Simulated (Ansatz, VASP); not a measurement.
**One calculation of SiNi, two programs**

```xyz
8
Lattice="4.4272 0.0000 0.0000 0.0000 4.4272 0.0000 0.0000 0.0000 4.4272" Properties=species:S:1:pos:R:3 pbc="T T T"
Si    2.8940    0.6803    1.5333
Si    0.6803    1.5333    2.8940
Si    1.5333    2.8940    0.6803
Si    3.7469    3.7469    3.7469
Ni    1.5515    3.7651    2.8758
Ni    3.7651    2.8758    1.5515
Ni    2.8758    1.5515    3.7651
Ni    0.6621    0.6621    0.6621
```

Alike in both runs: task relaxation of cell and atoms; functional LDA; k mesh 8 × 8 × 8; occupations gaussian, width 0.1 eV; no spin polarisation.

|  | VASP | Ansatz |
| --- | --- | --- |
| version | VASP 6.6.1 | Ansatz 0.2.0 |
| potentials or method | VASP PAW LDA potentials, release 64 (Si, Ni), cutoff 600 eV | scalar-relativistic, plane waves, PAW |
| valence electrons in the cell | 56 | 88 |

|  | VASP | Ansatz | Ansatz less VASP |
| --- | --- | --- | --- |
| gap on the k mesh at the Fermi level, each at its own relaxed structure (eV) | none | none | - |
| relaxed volume (Å³/atom) | 10.89 | 10.87 | -0.018 |
| relaxed length of the cell vector where the two differ most in proportion (Å) | 4.433 | 4.431 | -0.0024 |

LDA's correlation is that of Perdew and Zunger in VASP and of Perdew and Wang (1992) in Ansatz. A gap of «none» marks a metal or a gap that the smearing closes. VASP's potentials hold 56 valence electrons a cell and Ansatz's 88, so a difference there can come from the potentials and not from the codes.
